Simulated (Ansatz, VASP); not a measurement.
**Two plane-wave programs on AlNi3**

INCAR

```
PREC = Accurate
ENCUT = 520
EDIFF = 1E-6
ISMEAR = 0
SIGMA = 0.15
LREAL = False
LASPH = True
NELM = 100
ALGO = Fast
ISIF = 2
LWAVE = False
LCHARG = True
GGA = CA
LELF = True
LVHAR = True
NBANDS = 24
```

File KPOINTS:

```
regular mesh
0
Gamma
  14 14 14
```

Contents of POSCAR:

```
AlNi3
1.0
    0.0000000000      2.9247193341      2.9247193341
    2.9247193341      0.0000000000      2.9247193341
    2.9247193341      2.9247193341      0.0000000000
Al Ni
1 3
Direct
    0.5000000000      0.5000000000      0.5000000000
    0.2500000000      0.2500000000      0.2500000000
    0.0000000000      0.0000000000      0.0000000000
    0.7500000000      0.7500000000      0.7500000000
```

Input for Ansatz:

```yaml
crystal:
  lattice:
    - [0.0, 2.9247193341, 2.9247193341]
    - [2.9247193341, 0.0, 2.9247193341]
    - [2.9247193341, 2.9247193341, 0.0]
  atoms:
    - { symbol: Al, position: [0.5, 0.5, 0.5] }
    - { symbol: Ni, position: [0.25, 0.25, 0.25] }
    - { symbol: Ni, position: [0.0, 0.0, 0.0] }
    - { symbol: Ni, position: [0.75, 0.75, 0.75] }
basis:
  ecutwfc: 520.0
kpoints:
  mp_grid: { grid: [14, 14, 14] }
hamiltonian:
  xc: lda
  pseudopotentials: { kind: paw, azcp: { folder: soft_1 } }
scf:
  occupations: { method: gaussian, width: 0.15 }
  lower_state_search: "off"
output:
  forces: true
  stress: true
  eigenvalues: true
```

Alike in both runs: task single point; functional LDA; k mesh 14 × 14 × 14; occupations gaussian, width 0.15 eV; no spin polarisation.

```csv
,VASP,Ansatz
version,VASP 6.6.1,Ansatz 0.2.0
potentials or method,"VASP PAW LDA potentials, release 64 (Al, Ni), cutoff 520 eV","scalar-relativistic, plane waves, PAW"
valence electrons in the cell,33,57
```

```tsv
	VASP	Ansatz	Ansatz less VASP
gap on the k mesh at the Fermi level (eV)	none	none	-
pressure (GPa)	-24.4	-24.7	-0.27
```

Ansatz warns that its potentials were made for another functional, while VASP's fit it. LDA's correlation is that of Perdew and Zunger in VASP and of Perdew and Wang (1992) in Ansatz. A gap of «none» marks a metal or a gap that the smearing closes. VASP's potentials hold 33 valence electrons a cell and Ansatz's 57, so a difference there can come from the potentials and not from the codes.
